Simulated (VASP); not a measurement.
# C (C2/m) in VASP: further runs

The runs below take C through single point, with LDA.

All numbers are computed with VASP 6.6.1; they aren't measurements. Logs are shortened: lines on timing, memory, paths and dates and some standing lists are left out, and cuts for length are marked.

### Step 1. The cell of the first run

The structure is monoclinic, space group C2/m (No. 12). The conventional cell has a = 4.254 Å, b = 2.456 Å, c = 3.635 Å, α = 90.00°, β = 112.96°, γ = 90.00°. C (site symmetry m) has 1 C at 1.36 Å within 1.8 Å.

### Step 2. Single point, LDA

Contents of INCAR:

```
SYSTEM = C
PREC = Accurate ; ENCUT = 520
EDIFF = 1E-6 ; ISMEAR = -1
SIGMA = 0.05 ; LREAL = .FALSE.
LASPH = .TRUE. ; NELM = 60
ALGO = Normal ; ISIF = 2
LWAVE = .FALSE. ; LCHARG = .FALSE.
NBANDS = 11
```

Contents of KPOINTS:

```
regular mesh
0
G
  11 11 11
  0 0 0
```

Contents of POSCAR:

```
C
1.0
    1.2280287114      0.7090027071      3.3470114498
   -1.2280287114      0.7090027071      3.3470114498
    0.0000000000     -1.4180054142      3.3470114498
C
2
Direct
    1.2770294009      0.8891402616      0.8891398736
    0.2229703637      0.1108597928      0.1108602852
```

Potentials or basis: VASP PAW LDA potentials, release 64 (C).

Started as:

```sh
$ cat potpaw_LDA.64/C/POTCAR > POTCAR
$ mpirun -np 1 vasp_std > vasp.out
```

OUTCAR:

```text
SYSTEM = C
   PREC = Accurate
   ENCUT = 520
   EDIFF = 1E-6
   ISMEAR = -1
   LREAL = .FALSE.
   LASPH = .TRUE.
   NELM = 60
   ISIF = 2

 ion  position               nearest neighbor table
   1  0.277  0.889  0.889-   2 1.36
   2  0.223  0.111  0.111-   1 1.36

  LATTYP: Found a trigonal (rhomboedric) cell.
 ALAT       =     3.6350000000
 COS(alpha) =     0.7717355882

  Lattice vectors:

 A1 = (   1.2280287114,   0.7090027071,   3.3470114498)
 A2 = (  -1.2280287114,   0.7090027071,   3.3470114498)
 A3 = (   0.0000000000,  -1.4180054142,   3.3470114498)

Analysis of symmetry for initial positions (statically):
=====================================================================
 Subroutine PRICEL returns:
 Original cell was already a primitive cell.

 Routine SETGRP: Setting up the symmetry group for a
 trigonal (rhombohedral) supercell.

 Subroutine GETGRP returns: Found  4 space group operations
 (whereof  2 operations were pure point group operations)
 out of a pool of 12 trial point group operations.

The static configuration has the point symmetry C_1h.
 The point group associated with its full space group is C_2h.

Analysis of symmetry for dynamics (positions and initial velocities):
=====================================================================
 Subroutine PRICEL returns:
 Original cell was already a primitive cell.

 Routine SETGRP: Setting up the symmetry group for a
 trigonal (rhombohedral) supercell.

 Subroutine GETGRP returns: Found  4 space group operations
 (whereof  2 operations were pure point group operations)
 out of a pool of 12 trial point group operations.

The dynamic configuration has the point symmetry C_1h.
 The point group associated with its full space group is C_2h.

 Subroutine INISYM returns: Found  4 space group operations
 (whereof  2 operations are pure point group operations),
 and found     1 'primitive' translations

----------------------------------------------------------------------------------------

                                     Primitive cell

  volume of cell :      17.4850

  direct lattice vectors                    reciprocal lattice vectors
     1.228028711  0.709002707  3.347011450     0.407156604  0.235071975  0.099591333
    -1.228028711  0.709002707  3.347011450    -0.407156604  0.235071975  0.099591333
     0.000000000 -1.418005414  3.347011450     0.000000000 -0.470143950  0.099591333

  length of vectors
     3.635000000  3.635000000  3.635000000     0.480576495  0.480576495  0.480576495

  position of ions in fractional coordinates (direct lattice)
     0.277029401  0.889140262  0.889139874
     0.222970364  0.110859793  0.110860285

  ion indices of the primitive-cell ions
   primitive index   ion index
                 1           1
                 2           2

----------------------------------------------------------------------------------------

 KPOINTS: regular mesh

Automatic generation of k-mesh.
 Grid dimensions read from file:
 generate k-points for:   11   11   11

 Generating k-lattice:

  Cartesian coordinates                     Fractional coordinates (reciprocal lattice)
     0.037014237  0.021370180  0.009053758     0.090909091 -0.000000000 -0.000000000
    -0.037014237  0.021370180  0.009053758    -0.000000000  0.090909091 -0.000000000
     0.000000000 -0.042740359  0.009053758    -0.000000000 -0.000000000  0.090909091

  Length of vectors
     0.043688772  0.043688772  0.043688772

  Shift w.r.t. Gamma in fractional coordinates (k-lattice)
     0.000000000  0.000000000  0.000000000

 Subroutine IBZKPT returns following result:
 ===========================================

 Found    366 irreducible k-points:

 Following reciprocal coordinates:
            Coordinates               Weight
  0.000000  0.000000  0.000000      1.000000
  0.090909 -0.000000 -0.000000      2.000000
 -0.000000  0.090909 -0.000000      4.000000
  0.181818 -0.000000 -0.000000      2.000000
 -0.000000  0.181818 -0.000000      4.000000
  0.272727 -0.000000 -0.000000      2.000000
[... 16 lines left out ...]
  0.454545  0.090909  0.000000      4.000000
 -0.000000  0.454545  0.090909      4.000000
 [... further k-points ...]
   k-points           NKPTS =    366   k-points in BZ     NKDIM =    366   number of bands    NBANDS=     11
   number of dos      NEDOS =    301   number of ions     NIONS =      2
   total plane-waves  NPLWV =  21952
   dimension x,y,z NGX =    28 NGY =   28 NGZ =   28
   dimension x,y,z NGXF=    56 NGYF=   56 NGZF=   56
   ions per type =               2
   NGX,Y,Z   is equivalent  to a cutoff of  12.81, 12.81, 12.81 a.u.
   NGXF,Y,Z  is equivalent  to a cutoff of  25.61, 25.61, 25.61 a.u.
 SYSTEM =  C
   PREC   = accura    normal or accurate (medium, high low for compatibility)
   ISTART =      0    job   : 0-new  1-cont  2-samecut
   ICHARG =      2    charge: 1-file 2-atom 10-const
   ISPIN  =      1    spin polarized calculation?
   LNONCOLLINEAR =      F non collinear calculations
   LSORBIT =      F    spin-orbit coupling
   LASPH  =      T    aspherical Exc in radial PAW
   ENCUT  =  520.0 eV  38.22 Ry    6.18 a.u.   6.76  6.76  6.76*2*pi/ulx,y,z
   NELM   =     60;   NELMIN=  2; NELMDL= -5     # of ELM steps
   EDIFF  = 0.1E-05   stopping-criterion for ELM
   LREAL  =      F    real-space projection
[... 7 lines left out ...]
   TEBEG  =    0.0;   TEEND  =   0.0 temperature during run
   PSTRESS=    0.0 pullay stress
   NELECT =       8.0000    total number of electrons
   NUPDOWN=      -1.0000    fix difference up-down
   EMIN   =  10.00;   EMAX   =-10.00  energy-range for DOS
   EFERMI =   0.00;   METHOD = LEGACY
   ISMEAR =    -1;   SIGMA  =   0.05  broadening in eV -4-tet -1-fermi 0-gaus
   EFERMI_NEDOS =   21; number of points for ismear=-14 and -15
   IALGO  =     38    algorithm
   IMIX   =      4    mixing-type and parameters
     AMIX     =   0.40;   BMIX     =  1.00
     AMIX_MAG =   1.60;   BMIX_MAG =  1.00
  volume/ion in A,a.u.               =       8.74        59.00
  Fermi-wavevector in a.u.,A,eV,Ry     =   1.261488  2.383867 21.651666  1.591353
  Thomas-Fermi vector in A             =   2.394945
   LORBIT       =      0    0 simple, 1 ext, 2 COOP (PROOUT), +10 PAW based schemes
   GGA     = CA    functional components
   LHFCALC =     F    Hartree Fock is set to
   AEXX    =    0.0000 exact exchange contribution
   IVDW    =     0    specifies the selected vdW correction
   LEPSILON=     F    determine dielectric tensor
   LRPA    =     F    only Hartree local field effects (RPA)
 non-spin polarized calculation
  energy-cutoff  :      520.00
  volume of cell :       17.48
 maximum number of plane-waves:       483
   NGX = 13   NGY = 13   NGZ = 13

 number of electron       7.9999999 magnetization

 Free energy of the ion-electron system (eV)
  ---------------------------------------------------
  ext. energy  EPLUGINS =         0.00000000
  ---------------------------------------------------
  free energy    TOTEN  =       -12.43928943 eV

  energy without entropy =      -12.43084324  energy(sigma->0) =      -12.43506634

 E-fermi :   4.3503     XC(G=0): -11.7103

 val. band max:        4.3500930592   @ k =   0.0000   0.4545   0.3636
 cond. band min:       4.3566535925   @ k =   0.0000   0.2727   0.2727
 fundamental gap:      0.0065605333
 Fermi energy:         4.3503280954

 k-point     1 :       0.0000    0.0000    0.0000
  band No.  band energies     occupation
      1     -12.9173      2.00000
      2      -1.9620      2.00000
      3      -0.1555      2.00000
      4       7.0565      0.00000
      5       7.1039      0.00000
      6      10.8906      0.00000
      7      11.6659      0.00000
      8      20.6247      0.00000
      9      22.6768      0.00000
     10      26.4103      0.00000
     11      28.4242      0.00000

 k-point     2 :       0.0909   -0.0000   -0.0000
  band No.  band energies     occupation
      1     -12.7111      2.00000
      2      -1.9512      2.00000
      3       0.1428      2.00000
      4       6.2053      0.00000
      5       6.8868      0.00000
      6      10.7713      0.00000
      7      11.5524      0.00000
      8      20.5064      0.00000
      9      22.9007      0.00000
     10      24.7910      0.00000
     11      27.0672      0.00000

 k-point     3 :      -0.0000    0.0909   -0.0000
  band No.  band energies     occupation
      1     -12.7125      2.00000
      2      -1.9426      2.00000
      3       0.1357      2.00000
      4       6.3286      0.00000
      5       6.8945      0.00000
      6      10.8316      0.00000
      7      11.1474      0.00000
      8      20.7358      0.00000
      9      23.0905      0.00000
     10      25.6298      0.00000
     11      26.8938      0.00000

 k-point     4 :       0.1818   -0.0000   -0.0000
  band No.  band energies     occupation
      1     -12.1043      2.00000
      2      -1.8410      2.00000
      3       0.8682      2.00000
      4       4.3028      1.44214
      5       6.3583      0.00000
      6      10.0931      0.00000
      7      11.2225      0.00000
      8      20.1429      0.00000
      9      21.5305      0.00000
     10      24.2074      0.00000
     11      26.2240      0.00000
[... 239 lines left out ...]
 k-point    22 :      -0.0909   -0.3636    0.0000
  band No.  band energies     occupation
      1     -10.4009      2.00000
      2      -1.8696      2.00000
      3       1.0615      2.00000
      4       3.0956      2.00000
      5       5.1611      0.00000
      6       7.7084      0.00000
      7       9.7039      0.00000
      8      19.0628      0.00000
      9      20.8197      0.00000
     10      23.7302      0.00000
     11      27.3419      0.00000

 k-point    23 :       0.4545    0.0909    0.0000
  band No.  band energies     occupation
      1      -9.2122      2.00000
      2      -2.4180      2.00000
      3       0.0540      2.00000
      4       3.3267      2.00000
      5       4.5616      0.02880
      6       7.9388      0.00000
      7       9.5127      0.00000
      8      17.0585      0.00000
      9      20.4152      0.00000
     10      21.8518      0.00000
     11      27.5652      0.00000

 k-point    24 :      -0.0000    0.4545    0.0909
  band No.  band energies     occupation
      1      -9.2541      2.00000
      2      -2.5235      2.00000
      3       0.7605      2.00000
      4       3.1484      2.00000
      5       4.8938      0.00004
      6       6.6664      0.00000
      7       9.4525      0.00000
      8      17.5875      0.00000
      9      20.3123      0.00000
     10      22.6841      0.00000
     11      27.9288      0.00000

 [... further k-points ...]

------------------------ aborting loop because EDIFF is reached ----------------------------------------

  FORCE on cell =-STRESS in cart. coord.  units (eV):
  Direction    XX          YY          ZZ          XY          YZ          ZX
  --------------------------------------------------------------------------------------
  -------------------------------------------------------------------------------------
  Total       -0.8952466     -0.0719430     -2.0847208     -0.7130018      0.1785496      0.3092574
  in kB      -82.0329605     -6.5922576   -191.0264996    -65.3335653     16.3607982     28.3377827
  external PRESSURE =     -93.2172392 kB  Pullay stress =       0.0000000 kB

 VOLUME and BASIS-vectors are now :
 -----------------------------------------------------------------------------
  energy-cutoff  :      520.00
  volume of cell :       17.48
      direct lattice vectors                 reciprocal lattice vectors
     1.228028711  0.709002707  3.347011450     0.407156604  0.235071975  0.099591333
    -1.228028711  0.709002707  3.347011450    -0.407156604  0.235071975  0.099591333
     0.000000000 -1.418005414  3.347011450     0.000000000 -0.470143950  0.099591333

 POSITION                                       TOTAL-FORCE (eV/Angst)
 -----------------------------------------------------------------------------------
     -0.75169     -0.43399      6.87914         0.288191      0.166387      0.436000
      0.13767      0.07949      1.48838        -0.288191     -0.166387     -0.436000
 -----------------------------------------------------------------------------------
    total drift:                                0.000010     -0.000047      0.000103

  FREE ENERGIE OF THE ION-ELECTRON SYSTEM (eV)
  ---------------------------------------------------
  free  energy   TOTEN  =       -12.4392894294 eV

  energy  without entropy=      -12.4308432443  energy(sigma->0) =      -12.43506634
```

Wall time 61 s (1 thread of Intel Xeon Platinum 8488C (Sapphire Rapids), shared host); peak memory 0.17 GiB.

What came out:

- Free energy: -12.4393 eV
- Pressure: -9.3 GPa
- Largest force: 0.548 eV/Å
- Band gap on the k mesh: zero (band 4 reaches 7.06 eV, above the bottom of band 5 at 2.17 eV)

Forces in eV/Å, atoms in the order of the input:
```
C    0.288  0.166  0.436
C   -0.288 -0.166 -0.436
```

Levels at points of the mesh, in eV from the Fermi level:
| k point | band 1 | band 2 | band 3 | band 4 | band 5 | band 6 | band 7 | band 8 | band 9 |
| --- | --- | --- | --- | --- | --- | --- | --- | --- | --- |
| (0.00, 0.00, 0.00) | -17.27 | -6.31 | -4.51 | 2.71 | 2.75 | 6.54 | 7.32 | 16.27 | 18.33 |

### Step 3. Single point, LDA

Contents of INCAR:

```
SYSTEM = C
PREC = Accurate ; ENCUT = 910
EDIFF = 1E-6 ; ISMEAR = -1
SIGMA = 0.05 ; LREAL = .FALSE.
LASPH = .TRUE. ; NELM = 120
ALGO = Normal ; ISIF = 2
LWAVE = .FALSE. ; LCHARG = .FALSE.
NBANDS = 11 ; GGA_COMPAT = .FALSE.
```

KPOINTS is that of step 2.

Contents of POSCAR:

```
C
1.0
    1.2280287114      0.7090027071      3.3470114498
   -1.2280287114      0.7090027071      3.3470114498
    0.0000000000     -1.4180054142      3.3470114498
C
2
Direct
    1.2811371076      0.8873873561      0.8873871020
    0.2188628921      0.1126129333      0.1126125867
```

Potentials or basis: VASP PAW LDA potentials, release 64 (C_h).

Started as:

```sh
$ cat potpaw_LDA.64/C_h/POTCAR > POTCAR
$ mpirun -np 1 vasp_std > vasp.out
```

OUTCAR:

```text
SYSTEM = C
   PREC = Accurate
   ENCUT = 910
   EDIFF = 1E-6
   ISMEAR = -1
   LREAL = .FALSE.
   LASPH = .TRUE.
   NELM = 120
   ISIF = 2

 ion  position               nearest neighbor table
   1  0.281  0.887  0.887-   2 1.36
   2  0.219  0.113  0.113-   1 1.36

  LATTYP: Found a trigonal (rhomboedric) cell.
 ALAT       =     3.6350000000
 COS(alpha) =     0.7717355882

  Lattice vectors:

 A1 = (   1.2280287114,   0.7090027071,   3.3470114498)
[... 522 lines left out ...]

------------------------ aborting loop because EDIFF is reached ----------------------------------------

  FORCE on cell =-STRESS in cart. coord.  units (eV):
  Direction    XX          YY          ZZ          XY          YZ          ZX
  --------------------------------------------------------------------------------------
  -------------------------------------------------------------------------------------
  Total       -0.9246083     -0.0820823     -2.1912009     -0.7296489      0.1711749      0.2964836
  in kB      -84.7234267     -7.5213443   -200.7834562    -66.8589646     15.6850417     27.1672933
  external PRESSURE =     -97.6760757 kB  Pullay stress =       0.0000000 kB

 VOLUME and BASIS-vectors are now :
 -----------------------------------------------------------------------------
  energy-cutoff  :      910.00
  volume of cell :       17.48
      direct lattice vectors                 reciprocal lattice vectors
     1.228028711  0.709002707  3.347011450     0.407156604  0.235071975  0.099591333
    -1.228028711  0.709002707  3.347011450    -0.407156604  0.235071975  0.099591333
     0.000000000 -1.418005414  3.347011450     0.000000000 -0.470143950  0.099591333

 POSITION                                       TOTAL-FORCE (eV/Angst)
 -----------------------------------------------------------------------------------
     -0.74449     -0.42983      6.88116         0.280703      0.162064      0.509832
      0.13048      0.07533      1.48637        -0.280703     -0.162064     -0.509832
 -----------------------------------------------------------------------------------
    total drift:                                0.000105     -0.000217      0.000192

  FREE ENERGIE OF THE ION-ELECTRON SYSTEM (eV)
  ---------------------------------------------------
  free  energy   TOTEN  =       -12.4604568635 eV

  energy  without entropy=      -12.4519449715  energy(sigma->0) =      -12.45620092
```

It took 73 s on 1 thread of Intel Xeon 6975P-C (Granite Rapids), shared host; peak memory 0.25 GiB.

Results:

* Free energy: -12.4605 eV
* Pressure: -9.8 GPa
* Largest force: 0.604 eV/Å
* Band gap on the k mesh: zero (band 4 reaches 7.83 eV, above the bottom of band 5 at 2.91 eV)

Forces on the atoms (eV/Å):
```
C    0.281  0.162  0.510
C   -0.281 -0.162 -0.510
```

Stress tensor (GPa, compression positive):
```
 -8.47  -6.69   2.72
 -6.69  -0.75   1.57
  2.72   1.57 -20.08
```

Caveat: the cutoff is under 1.25 times the usual one of these potentials, so pressure, stress and relaxed cells hold a basis-set (Pulay) error.
